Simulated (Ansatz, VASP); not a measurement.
Ga3Se in VASP and in Ansatz

```
Se Ga
1.0
     4.43246    0.00000    0.00000
     0.00000    4.43246    0.00000
     0.00000    0.00000    4.43246
Se Ga
1 3
Direct
  0.00000 0.00000 0.00000
  0.50000 0.50000 0.00000
  0.50000 0.00000 0.50000
  0.00000 0.50000 0.50000
```

Alike in both runs: functional PBE; k mesh 5 × 5 × 5; occupations fermi-dirac, width 0.05 eV; no spin polarisation.

```csv
,VASP,Ansatz
version,VASP 6.6.1,Ansatz 0.2.0
potentials or method,"VASP PAW PBE potentials, release 64 (Se, Ga_d)",Ansatz PAW
plane-wave cutoff (eV),520,420
valence electrons in the cell,45,55
task,single point,band structure
```

|  | VASP | Ansatz | Ansatz less VASP |
| --- | --- | --- | --- |
| gap on the k mesh at the Fermi level (eV) | none | none | - |
| pressure (GPa) | -0.2 | -0.2 | +0.04 |

A gap of «none» marks a metal or a gap that the smearing closes. VASP's potentials hold 45 valence electrons a cell and Ansatz's 55, so a difference there can come from the potentials and not from the codes.
